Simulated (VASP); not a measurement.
Wanted: the native input for a VASP 6.6.1 run.

```yaml
Task: single point
Functional: PBE
Potentials_or_basis: VASP PAW PBE potentials, release 64 (K_sv, Ta_pv, Se)
Cutoff: 520 eV
k_mesh: 4 × 4 × 4
Occupations: gaussian, width 0.1 eV
Spin: collinear spin
Starting_moments: "[0.0, 1.0, 0.0, 0.0] μB"
Dipole_correction: no
Further_INCAR_settings: ALGO = Normal; EDIFF = 1e-06; NBANDS = 28
```

The structure of KTaSe2 lies in POSCAR:

```
KTaSe2
1.0
   -3.1470552500      3.1470552500      3.1579357100
    3.1470552500     -3.1470552500      3.1579357100
    3.1470552500      3.1470552500     -3.1579357100
K Ta Se
1 1 2
Direct
    0.0000000000      0.0000000000      0.0000000000
    0.5000000000      0.5000000000      0.0000000000
    0.5000000000      0.0000000000      0.5000000000
    0.0000000000      0.5000000000      0.5000000000
```

The cell was generated, and may not be a known phase.

One way to write it, as run:

INCAR

```
PREC = Accurate ; ENCUT = 520
EDIFF = 1E-6 ; ISMEAR = 0
SIGMA = 0.1 ; LREAL = F
LASPH = T ; NELM = 150
ALGO = Normal ; ISIF = 2
LWAVE = F ; LCHARG = T
ISPIN = 2 ; MAGMOM = 0 1 0 0
LORBIT = 11 ; LMAXMIX = 4
GGA = PE ; LELF = T
LVHAR = T ; NBANDS = 28
```

KPOINTS

```
Automatic mesh
0
Gamma
  4 4 4
```

Potentials or basis: VASP PAW PBE potentials, release 64 (K_sv, Ta_pv, Se).

Launch:

```console
$ cat potpaw_PBE.64/K_sv/POTCAR potpaw_PBE.64/Ta_pv/POTCAR potpaw_PBE.64/Se/POTCAR > POTCAR
$ mpirun -np 1 vasp_std > vasp.out
```

Results of the run:

```json
{
 "Pressure": "-5.2 GPa",
 "Net moment": "3.21 μB per cell",
 "Site moments": "K +0.05; Ta +2.10; Se -0.04 μB",
 "Valence electrons inside the program's atomic spheres": "K 7.61; Ta 8.51; Se 3.70"
}
```

Caveat: the stress differs along the axes, from -9 to 2 GPa.

Run time: 68 s on 1 thread of AMD EPYC 9R45 96-Core Processor (Zen 5), with other jobs on the host, peak memory 0.32 GiB.
